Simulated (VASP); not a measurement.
# FeO (C2/m) in VASP: a series of runs

FeO is run at these levels: PBE+U; tasks: single point, density of states.

Everything below comes from runs of VASP 6.6.1. Logs are shortened: lines on timing, memory, paths and dates and some standing lists are left out, and cuts for length are marked.

### Step 1. The cell of the first run

The structure is monoclinic, space group C2/m (No. 12). The conventional cell has a = 5.223 Å, b = 3.248 Å, c = 3.240 Å, α = 90.00°, β = 127.40°, γ = 90.00°. Within 2.7 Å of Fe (site symmetry 2/m) lie 6 O at 2.07 to 2.29 Å. Within 2.7 Å of O (site symmetry 2/m) lie 6 Fe at 2.07 to 2.29 Å.

### Step 2. Single point, PBE+U, collinear spin, antiferromagnetic start

INCAR reads:

```
SYSTEM = FeO
PREC     = Accurate       ! precision mode
ENCUT    = 520            ! plane-wave cutoff, eV
EDIFF    = 1E-6           ! SCF threshold, eV
ISMEAR   = 0              ! smearing method
SIGMA    = 0.02           ! smearing width, eV
LREAL    = .FALSE.        ! projectors in reciprocal space
LASPH    = .TRUE.         ! aspherical terms in the spheres
NELM     = 150            ! most SCF steps
ALGO     = Normal         ! electronic algorithm
ISIF     = 2              ! what is computed and relaxed
LWAVE    = .FALSE.        ! write WAVECAR
LCHARG   = .TRUE.         ! write CHGCAR
ISPIN    = 2              ! spin polarisation
MAGMOM   = -3.74 3.74 0 0 ! initial moments
LORBIT   = 11             ! projections on sites
LMAXMIX  = 4              ! l up to which the mixer works
LDAU     = .TRUE.         ! DFT+U
LDAUTYPE = 2            
LDAUL    = 2 -1           ! shell
LDAUU    = 5.3 0          ! U, eV
LDAUJ    = 0 0          
LDAUPRINT= 1            
GGA      = PE             ! functional
LELF     = .TRUE.         ! ELF
LVHAR    = .TRUE.       
NBANDS   = 26             ! bands
```

KPOINTS reads:

```
Automatic mesh
0
G
  10 10 6
  0 0 0
```

POSCAR reads:

```
FeO
1.0
    2.6529231604     -1.6241342783      0.0247482073
    2.6529231604      1.6241342783      0.0247482073
   -1.3147081794      0.0000000000      5.0547240432
Fe O
2 2
Direct
    0.5000000000      0.5000000000      0.5000000000
    0.0000000000      0.0000000000      0.0000000000
    0.7500000000      0.7500000000      0.2500000000
    0.2500000000      0.2500000000      0.7500000000
```

Potentials or basis: VASP PAW PBE potentials, release 64 (Fe, O).

Started as:

```sh
> cat potpaw_PBE.64/Fe/POTCAR potpaw_PBE.64/O/POTCAR > POTCAR
> mpirun -np 1 vasp_std > vasp.out
```

OUTCAR:

```text
SYSTEM = FeO
   PREC = Accurate
   ENCUT = 520
   EDIFF = 1E-6
   ISMEAR = 0
   LREAL = .FALSE.
   LASPH = .TRUE.
   NELM = 150
   ISIF = 2
   ISPIN = 2
   LORBIT = 11
   GGA = PE

 ion  position               nearest neighbor table
   1  0.500  0.500  0.500-   3 2.07   4 2.07   4 2.29   4 2.29   3 2.29   3 2.29   2 3.08   2 3.08
                             2 3.08   2 3.08
   2  0.000  0.000  0.000-   3 2.07   4 2.07   3 2.29   3 2.29   4 2.29   4 2.29   1 3.08   1 3.08
                             1 3.08   1 3.08
   3  0.750  0.750  0.250-   1 2.07   2 2.07   1 2.29   1 2.29   2 2.29   2 2.29
   4  0.250  0.250  0.750-   1 2.07   2 2.07   2 2.29   2 2.29   1 2.29   1 2.29

  LATTYP: Found a base centered monoclinic cell.
 ALAT       =     5.3060771833
 B/A-ratio  =     0.6121789119
 C/A-ratio  =     0.9843243168
 COS(beta)  =    -0.2426810879

  Lattice vectors:

 A1 = (   2.6529231604,  -1.6241342783,   0.0247482073)
 A2 = (   2.6529231604,   1.6241342783,   0.0247482073)
 A3 = (  -1.3147081794,   0.0000000000,   5.0547240432)

Analysis of symmetry for initial positions (statically):
=====================================================================
 Subroutine PRICEL returns following result:

  LATTYP: Found a base centered monoclinic cell.
 ALAT       =     5.2229007984
 B/A-ratio  =     0.6219280591
 C/A-ratio  =     0.6202847204
 COS(beta)  =    -0.6073453951
[... 12 lines left out ...]
 Subroutine GETGRP returns: Found  4 space group operations
 (whereof  4 operations were pure point group operations)
 out of a pool of  4 trial point group operations.

The static configuration has the point symmetry C_2h.

Analysis of symmetry for dynamics (positions and initial velocities):
=====================================================================
 Subroutine PRICEL returns following result:

  LATTYP: Found a base centered monoclinic cell.
 ALAT       =     5.2229007984
 B/A-ratio  =     0.6219280591
 C/A-ratio  =     0.6202847204
 COS(beta)  =    -0.6073453951
[... 12 lines left out ...]
 Subroutine GETGRP returns: Found  4 space group operations
 (whereof  4 operations were pure point group operations)
 out of a pool of  4 trial point group operations.

The dynamic configuration has the point symmetry C_2h.
[... 229 lines left out ...]
  o =  0.9588  v =  0.0000  0.0000  0.0000  0.0000  0.0000 -0.0000  0.0000 -0.6016 -0.4649 -0.6496      0.0000  0.0000  0.0000  0.0000  0.0000  0.0000  0.0000  0.0000  0.0000  0.0000
  o =  0.9667  v =  0.0000 -0.0000  0.6022  0.4638  0.6498  0.0000  0.0000  0.0000  0.0000  0.0000      0.0000  0.0000  0.0000  0.0000  0.0000  0.0000  0.0000  0.0000  0.0000  0.0000
  o =  0.9721  v =  0.0000 -0.0000  0.7965 -0.2930 -0.5290  0.0000  0.0000  0.0000  0.0000  0.0000      0.0000  0.0000  0.0000  0.0000  0.0000  0.0000  0.0000  0.0000  0.0000  0.0000
  o =  0.9721  v = -0.8036  0.5952  0.0000 -0.0000  0.0000  0.0000  0.0000  0.0000  0.0000  0.0000      0.0000  0.0000  0.0000  0.0000  0.0000  0.0000  0.0000  0.0000  0.0000  0.0000
  o =  0.9981  v = -0.5952 -0.8036 -0.0000  0.0000 -0.0000  0.0000  0.0000  0.0000  0.0000  0.0000      0.0000  0.0000  0.0000  0.0000  0.0000  0.0000  0.0000  0.0000  0.0000  0.0000
  o =  1.0227  v =  0.0000 -0.0000  0.0549 -0.8361  0.5458  0.0000  0.0000  0.0000  0.0000  0.0000      0.0000  0.0000  0.0000  0.0000  0.0000  0.0000  0.0000  0.0000  0.0000  0.0000

 number of electron      27.9999991 magnetization      -0.0000000

 Free energy of the ion-electron system (eV)
  ---------------------------------------------------
  ext. energy  EPLUGINS =         0.00000000
  ---------------------------------------------------
  free energy    TOTEN  =       -26.74789759 eV

  energy without entropy =      -26.74789759  energy(sigma->0) =      -26.74789759

 E-fermi :   3.5765     XC(G=0): -11.5759

 val. band max:        3.3840376700   @ k =  -0.2000   0.1000   0.3333
 cond. band min:       5.5253600545   @ k =   0.0000   0.0000   0.0000
 fundamental gap:      2.1413223846
 Fermi energy:         3.5764851346

 spin component 1

 k-point     1 :       0.0000    0.0000    0.0000
  band No.  band energies     occupation
      1     -14.3986      1.00000
      2     -13.3595      1.00000
      3      -2.9260      1.00000
      4      -2.2390      1.00000
      5      -1.7750      1.00000
      6      -0.7798      1.00000
[... 1385 lines left out ...]
     25      18.1337      0.00000
     26      19.9870      0.00000

 [... further k-points ...]

------------------------ aborting loop because EDIFF is reached ----------------------------------------

  FORCE on cell =-STRESS in cart. coord.  units (eV):
  Direction    XX          YY          ZZ          XY          YZ          ZX
  --------------------------------------------------------------------------------------
  -------------------------------------------------------------------------------------
  Total       -1.2527139     -1.0630656     -1.0567387      0.0000000      0.0000000      0.0774066
  in kB      -45.9659213    -39.0071402    -38.7749876      0.0000000      0.0000000      2.8402876
  external PRESSURE =     -41.2493497 kB  Pullay stress =       0.0000000 kB

 VOLUME and BASIS-vectors are now :
 -----------------------------------------------------------------------------
  energy-cutoff  :      520.00
  volume of cell :       43.66
      direct lattice vectors                 reciprocal lattice vectors
     2.652923160 -1.624134278  0.024748207     0.188015158 -0.307856319  0.048901793
     2.652923160  1.624134278  0.024748207     0.188015158  0.307856319  0.048901793
    -1.314708179  0.000000000  5.054724043    -0.001841065  0.000000000  0.197355885

 POSITION                                       TOTAL-FORCE (eV/Angst)
 -----------------------------------------------------------------------------------
      1.99557      0.00000      2.55211         0.000000     -0.000000      0.000000
      0.00000      0.00000      0.00000        -0.000000     -0.000000      0.000000
      3.65071      0.00000      1.30080         0.000000     -0.000000     -0.000000
      0.34043      0.00000      3.80342         0.000000      0.000000     -0.000000
 -----------------------------------------------------------------------------------
    total drift:                                0.000000     -0.000000     -0.000000

  FREE ENERGIE OF THE ION-ELECTRON SYSTEM (eV)
  ---------------------------------------------------
  free  energy   TOTEN  =       -26.7478975932 eV

  energy  without entropy=      -26.7478975932  energy(sigma->0) =      -26.74789759

 total charge

# of ion       s       p       d       tot
------------------------------------------
    1        0.278   0.326   6.110   6.714
    2        0.278   0.326   6.110   6.714
    3        1.552   3.443   0.000   4.995
    4        1.552   3.443   0.000   4.995
--------------------------------------------------
tot          3.660   7.537  12.221  23.418

 magnetization (x)

# of ion       s       p       d       tot
------------------------------------------
    1       -0.020  -0.015  -3.724  -3.759
    2        0.020   0.015   3.724   3.759
    3        0.000   0.000   0.000   0.000
    4        0.000   0.000   0.000   0.000
--------------------------------------------------
tot          0.000   0.000  -0.000  -0.000
```

OSZICAR:

```text
N       E                     dE             d eps       ncg     rms          rms(c)
DAV:   1     0.243699249303E+03    0.24370E+03   -0.13148E+04 18432   0.128E+03
DAV:   2    -0.634877725397E-01   -0.24376E+03   -0.21969E+03 18442   0.303E+02
DAV:   3    -0.290158289133E+02   -0.28952E+02   -0.27825E+02 20864   0.122E+02
[... 34 lines left out ...]
DAV:  38    -0.267478927844E+02   -0.81704E-08   -0.68653E-05 22962   0.500E-02    0.759E-03
DAV:  39    -0.267478968607E+02   -0.40763E-05   -0.20425E-06 19020   0.194E-02    0.342E-03
DAV:  40    -0.267478971022E+02   -0.24144E-06   -0.29390E-05 19444   0.328E-02    0.391E-03
DAV:  41    -0.267478971707E+02   -0.68560E-07   -0.11132E-05 15206   0.197E-02    0.420E-03
DAV:  42    -0.267478975932E+02   -0.42246E-06   -0.81800E-07 11874   0.786E-03
   1 F= -.26747898E+02 E0= -.26747898E+02  d E =-.515876E-44  mag=     0.0000
```

stdout:

```text
POSCAR found type information on POSCAR FeO
 POSCAR found :  2 types and       4 ions
 scaLAPACK will be used
 LDA part: xc-table for (Slater+PW92), standard interpolation
 POSCAR, INCAR and KPOINTS ok, starting setup
 FFT: planning ... GRIDC
 FFT: planning ... GRID_SOFT
 FFT: planning ... GRID
 WAVECAR not read
 entering main loop
```

Wall time 11 min (1 thread of Intel Xeon Platinum 8488C (Sapphire Rapids), shared host); peak memory 0.38 GiB.

Results:

| Item | Value |
| --- | --- |
| Free energy | -26.7479 eV |
| Pressure | -4.1 GPa |
| Band gap on the k mesh | 2.14 eV |
| Net moment | 0.00 μB per cell |
| Site moments | Fe -3.76, +3.76; O +0.00 μB |
| Valence electrons inside the program's atomic spheres | Fe 6.71; O 5.00 |

Stress tensor (GPa, compression positive):
```
-4.60  0.00  0.28
 0.00 -3.90  0.00
 0.28  0.00 -3.88
```

Eigenvalues of the final occupation matrices:
```tsv
site	spin	trace	eigenvalues
site 1 d	1	1.20	0.03 0.03 0.06 0.13 0.96
site 1 d	2	4.93	0.97 0.97 0.97 1.00 1.02
site 2 d	1	4.93	0.97 0.97 0.97 1.00 1.02
site 2 d	2	1.20	0.03 0.03 0.06 0.13 0.96
```

A k mesh can miss the band edges. The state reached can hang on the start; a lower one may exist.

### Step 3. Density of states, PBE+U, collinear spin, antiferromagnetic start

POSCAR is that of step 2.

INCAR.step1 reads:

```
SYSTEM = FeO
PREC = Accurate
ENCUT = 520
EDIFF = 1E-6
ISMEAR = 0
SIGMA = 0.02
LREAL = .False.
LASPH = .True.
NELM = 150
ALGO = Normal
ISIF = 2
LWAVE = .False.
LCHARG = .True.
ISPIN = 2
MAGMOM = -3.74 3.74 0 0
LMAXMIX = 4
LDAU = .True.
LDAUTYPE = 2
LDAUL = 2 -1
LDAUU = 5.3 0
LDAUJ = 0 0
LDAUPRINT = 1
GGA = PE
NBANDS = 26
```

KPOINTS.step1 reads:

```
Automatic mesh
0
Gamma
  10 10 6
  0 0 0
```

INCAR.step2 reads:

```
SYSTEM = FeO
PREC = Accurate
ENCUT = 520
EDIFF = 1E-6
ISMEAR = -5
SIGMA = 0.02
LREAL = .False.
LASPH = .True.
NELM = 150
ALGO = Normal
ISIF = 2
LWAVE = .False.
LCHARG = .False.
ISPIN = 2
MAGMOM = -3.74 3.74 0 0
LORBIT = 10
LMAXMIX = 4
LDAU = .True.
LDAUTYPE = 2
LDAUL = 2 -1
LDAUU = 5.3 0
LDAUJ = 0 0
LDAUPRINT = 1
GGA = PE
NBANDS = 26
NEDOS = 1001
ICHARG = 11
```

KPOINTS.step2 reads:

```
Automatic mesh
0
Gamma
  15 15 9
  0 0 0
```

Potentials or basis: VASP PAW PBE potentials, release 64 (Fe, O).

Started as:

```sh
> cat potpaw_PBE.64/Fe/POTCAR potpaw_PBE.64/O/POTCAR > POTCAR
> cp INCAR.step1 INCAR
> cp KPOINTS.step1 KPOINTS
> mpirun -np 1 vasp_std > vasp.out
> cp INCAR.step2 INCAR
> cp KPOINTS.step2 KPOINTS
> mpirun -np 1 vasp_std > vasp.out
```

It took 26 min on 1 thread of AMD EPYC 7R43 (Zen 3), shared host; peak memory 0.8 GiB.

It converged, with:

```
Net moment                                            : 0.00 μB per cell
Site moments                                          : Fe -3.76, +3.76; O +0.00 μB
Valence electrons inside the program's atomic spheres : Fe 6.71; O 5.00
```

Levels at points of the mesh, in eV from the valence-band top:
Spin up:
```csv
k point,band 11,band 12,band 13,band 14,band 15,band 16,band 17,band 18
"(0.00, 0.00, 0.00)",-1.04,-1.02,-0.87,-0.25,2.14,4.35,4.39,5.06
```
Spin down:
```tsv
k point	band 11	band 12	band 13	band 14	band 15	band 16	band 17	band 18
(0.00, 0.00, 0.00)	-1.04	-1.02	-0.87	-0.25	2.14	4.35	4.39	5.06
```

Eigenvalues of the final occupation matrices:
| site | spin | trace | eigenvalues |
| --- | --- | --- | --- |
| site 1 d | 1 | 1.20 | 0.03 0.03 0.06 0.13 0.96 |
| site 1 d | 2 | 4.93 | 0.97 0.97 0.97 1.00 1.02 |
| site 2 d | 1 | 4.93 | 0.97 0.97 0.97 1.00 1.02 |
| site 2 d | 2 | 1.20 | 0.03 0.03 0.06 0.13 0.96 |

The state reached can hang on the start; a lower one may exist.
